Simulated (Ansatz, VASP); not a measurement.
**MgO: VASP beside Ansatz**

```
Mg O
1.0
     0.00000    2.11199    2.11199
     2.11199    0.00000    2.11199
     2.11199    2.11199    0.00000
Mg O
1 1
Direct
  0.00000 0.00000 0.00000
  0.50000 0.50000 0.50000
```

Alike in both runs: task single point; functional PBE; k mesh 6 × 6 × 6; no spin polarisation.

|  | VASP | Ansatz |
| --- | --- | --- |
| version | VASP 6.6.1 | Ansatz 0.2 development build |
| potentials or method | VASP PAW PBE potentials, release 64 (Mg, O), cutoff 520 eV | all-electron full-potential LAPW, scalar-relativistic |
| occupations | gaussian, width 0.01 eV | fixed |

```tsv
	VASP	Ansatz	Ansatz less VASP
gap on the k mesh at the Fermi level (eV)	4.64	4.66	+0.012
pressure (GPa)	2.5	3.3	+0.80
```

Ansatz ran all-electron here, and VASP with PAW potentials.

The k mesh is coarse, so the values compare programs but aren't converged.
